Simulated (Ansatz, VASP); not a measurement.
# HgTe in VASP and in Ansatz

File INCAR:

```
PREC = Accurate ; ENCUT = 520
EDIFF = 1E-6 ; ISMEAR = 0
SIGMA = 0.05 ; LREAL = False
LASPH = True ; NELM = 60
ALGO = Normal ; ISIF = 2
LWAVE = False ; LCHARG = True
GGA = PE ; LELF = True
LVHAR = True ; NBANDS = 16
```

File KPOINTS:

```
regular mesh
0
Gamma
  10 10 10
```

Contents of POSCAR:

```
HgTe
1.0
    0.0498632566      3.3242171039      3.3242171039
    3.3740803605      0.0000000000      3.3740803605
    3.3242171039      3.3242171039      0.0498632566
Hg Te
1 1
Direct
    0.0000000000      0.0000000000      0.0000000000
    0.2500000000      0.2500000000      0.2500000000
```

Input for Ansatz:

```yaml
crystal:
  lattice:
    - [0.0498632566, 3.3242171039, 3.3242171039]
    - [3.3740803605, 0.0, 3.3740803605]
    - [3.3242171039, 3.3242171039, 0.0498632566]
  atoms:
    - { symbol: Hg, position: [0.0, 0.0, 0.0] }
    - { symbol: Te, position: [0.25, 0.25, 0.25] }
basis:
  ecutwfc: 420
  ecutrho_ratio: 4
kpoints:
  mp_grid: { grid: [10, 10, 10] }
hamiltonian:
  xc: pbe
scf:
  occupations: { method: gaussian, width: 0.05 }
output:
  forces: true
  stress: true
  eigenvalues: true
```

Change from the starting cell: strain e5 = +0.03, atoms carried along.

Alike in both runs: task single point; functional PBE; k mesh 10 × 10 × 10; occupations gaussian, width 0.05 eV; no spin polarisation.

|  | VASP | Ansatz |
| --- | --- | --- |
| version | VASP 6.6.1 | Ansatz 0.2.0 |
| potentials or method | VASP PAW PBE potentials, release 64 (Hg, Te), cutoff 520 eV | scalar-relativistic, plane waves, PAW |
| valence electrons in the cell | 18 | 36 |

|  | VASP | Ansatz | Ansatz less VASP |
| --- | --- | --- | --- |
| gap on the k mesh at the Fermi level (eV) | 0.03 | 0.03 | 0.000 |
| least direct gap on the mesh (eV) | 0.03 | 0.03 | 0.000 |
| pressure (GPa) | 0.1 | 0.1 | -0.05 |
| traceless stress, the component that is largest in VASP (GPa) | -0.88 | -0.87 | +0.009 |
| rms of the force components (eV/Å) | 0.062 | 0.061 | -0.0013 |

Atom by atom the forces differ by 0.001 eV/Å (rms over components). VASP's potentials hold 18 valence electrons a cell and Ansatz's 36, so a difference there can come from the potentials and not from the codes.

Spin-orbit coupling is off throughout.
